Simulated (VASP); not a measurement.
The system is TiO2 (Anatase).

```xyz
6
Lattice="-1.8889 1.8889 4.7917 1.8889 -1.8889 4.7917 1.8889 1.8889 -4.7917" Properties=species:S:1:pos:R:3 pbc="T T T"
Ti    0.0000    0.0000    0.0000
Ti    0.0000    1.8889    2.3959
O     0.0000    0.0000    1.9865
O     0.0000    1.8889    4.3824
O     0.0000    1.8889    0.4094
O     0.0000    0.0000    7.5969
```

Base run:

| Item | Value |
| --- | --- |
| Program | VASP 6.6.1 |
| Functional | r2SCAN |
| Potentials or basis | VASP PAW PBE potentials, release 64 (Ti_sv, O) |
| Cutoff | 520 eV |
| k mesh | 8 × 8 × 8 |
| Occupations | gaussian, width 0.01 eV |
| Spin | no spin polarisation |

Its results: band gap on the k mesh 2.59 eV, indirect (least direct gap 2.90 eV); pressure 1.2 GPa; largest force 0.026 eV/Å.

Question: The run is repeated on the same cell with these changes: functional from r2SCAN to PBE; further incar settings from ALGO = Normal; EDIFF = 1e-06; NBANDS = 33 to ALGO = Normal; EDIFF = 1e-07; NBANDS = 33. What comes out?

Answer: Band gap on the k mesh 2.16 eV, indirect (least direct gap 2.45 eV); pressure 5.4 GPa; largest force 0.107 eV/Å.

Caveats: the PAW data sets were made with another functional, which shifts forces and pressure a little (some runs).

A k mesh can miss the band edges.
